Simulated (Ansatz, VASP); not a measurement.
**HfIn4SiO6 in VASP and in Ansatz**

INCAR

```
ALGO = Normal
EDIFF = 1E-6
ENCUT = 520
GGA = PE
ISIF = 2
ISMEAR = -1
LASPH = T
LCHARG = T
LELF = T
LREAL = F
LVHAR = T
LWAVE = F
NBANDS = 63
NELM = 100
PREC = Accurate
SIGMA = 0.05
```

Contents of KPOINTS:

```
k-points
0
Gamma
  3 3 2
```

The input POSCAR:

```
HfIn4SiO6
1.0
    5.6986700000      0.0038100000      0.0155900000
   -0.7050600000      6.1081500000     -0.0057500000
   -2.7371800000     -1.3955700000      6.6307600000
Hf In Si O
1 4 1 6
Direct
    0.1179300000      0.0155600000      0.1329200000
    0.3884200000      0.9990100000      0.7289100000
    0.7586500000      0.0084200000      0.4958600000
    0.2346100000      0.4884100000      0.5330000000
    0.5964900000      0.4821100000      0.2052800000
    0.8677800000      0.4402900000      0.8554400000
    0.5531600000      0.3873800000      0.7929000000
    0.9345400000      0.3848300000      0.6559600000
    0.9841400000      0.2621800000      0.0034700000
    0.9908300000      0.6980600000      0.9845200000
    0.0866500000      0.0649300000      0.3937400000
    0.4868000000      0.1088300000      0.2179900000
```

File input.yaml:

```yaml
crystal:
  lattice:
    - [5.69867, 0.00381, 0.01559]
    - [-0.70506, 6.10815, -0.00575]
    - [-2.73718, -1.39557, 6.63076]
  atoms:
    - { symbol: Hf, position: [0.11793, 0.01556, 0.13292] }
    - { symbol: In, position: [0.38842, 0.99901, 0.72891] }
    - { symbol: In, position: [0.75865, 0.00842, 0.49586] }
    - { symbol: In, position: [0.23461, 0.48841, 0.533] }
    - { symbol: In, position: [0.59649, 0.48211, 0.20528] }
    - { symbol: Si, position: [0.86778, 0.44029, 0.85544] }
    - { symbol: O, position: [0.55316, 0.38738, 0.7929] }
    - { symbol: O, position: [0.93454, 0.38483, 0.65596] }
    - { symbol: O, position: [0.98414, 0.26218, 0.00347] }
    - { symbol: O, position: [0.99083, 0.69806, 0.98452] }
    - { symbol: O, position: [0.08665, 0.06493, 0.39374] }
    - { symbol: O, position: [0.4868, 0.10883, 0.21799] }
kpoints:
  mp_grid: { grid: [3, 3, 2] }
  band_path:
    path: [[0.5, 0.0, 0.0], [0.0, 0.0, 0.0], [0.0, -0.5, 0.0]]
    npoints: 12
scf:
  occupations: { method: fermi_dirac, width: 0.05 }
hamiltonian:
  xc: pbe
  pseudopotentials: { kind: all_electron, lapw: { basis_error: 0.002 } }
output:
  forces: true
  stress: true
  eigenvalues: true
```

Alike in both runs: functional PBE; k mesh 3 × 3 × 2; occupations fermi-dirac, width 0.05 eV; no spin polarisation.

|  | VASP | Ansatz |
| --- | --- | --- |
| version | VASP 6.6.1 | Ansatz 0.2.0 |
| potentials or method | VASP PAW PBE potentials, release 64 (Hf_pv, In_d, Si, O), cutoff 520 eV | all-electron LAPW, scalar-relativistic |
| task | single point | band structure |

VASP gave:

| Quantity | Value |
| --- | --- |
| gap on the k mesh at the Fermi level (eV) | 0.99 |
| least direct gap on the mesh (eV) | 1.16 |
| pressure (GPa) | -0.2 |
| rms of the force components (eV/Å) | 0.050 |

Task: Which values does Ansatz return?

Result: gap on the k mesh at the Fermi level (eV): 1.00; least direct gap on the mesh (eV): 1.17; pressure (GPa): 0.0; rms of the force components (eV/Å): 0.006.

Atom by atom the forces differ by 0.051 eV/Å (rms over components). Ansatz ran all-electron here, and VASP with PAW potentials.

The k mesh is coarse, so the values compare programs but aren't converged. Neither program's run includes spin-orbit coupling.
